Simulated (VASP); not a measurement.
Here is a VASP 6.6.1 calculation.

File INCAR:

```
ALGO = Normal
DIPOL = 0.5 0.5 0.284
EDIFF = 1E-6
ENCUT = 400
GGA = PE
GGA_COMPAT = False
IDIPOL = 3
ISIF = 2
ISMEAR = 0
LASPH = True
LCHARG = False
LDIPOL = True
LREAL = False
LWAVE = False
NBANDS = 21
NELM = 120
NELMDL = -8
PREC = Accurate
SIGMA = 0.03
```

Contents of KPOINTS:

```
k-points
0
Gamma
  12 12 1
```

POSCAR

```
PbI2
1.0
    4.6690654564      0.0000000000      0.0000000000
   -2.3345327282      4.0435292972      0.0000000000
    0.0000000000      0.0000000000     31.2799999974
I Pb
2 1
Direct
    0.3333333333      0.6666666667      0.2240016152
    0.6666666667      0.3333333333      0.3431339348
    0.0000000000      0.0000000000      0.2835677750
```

Potentials or basis: VASP PAW PBE potentials, release 64 (I, Pb_d).

The run is started by

```console
$ cat potpaw_PBE.64/I/POTCAR potpaw_PBE.64/Pb_d/POTCAR > POTCAR
$ mpirun -np 1 vasp_std > vasp.out
```

Q: What does it give for the band gap on the k mesh?

A: 2.53 eV (least direct gap 2.88 eV).

Q: Estimate the largest force.

A: 0.005 eV/Å.

Forces in eV/Å, atoms in the order of the input:
```
I    0.000  0.000  0.005
I    0.000  0.000 -0.005
Pb   0.000  0.000  0.000
```

Caveat: spin-orbit coupling is left out, which moves the levels of the heavy elements.
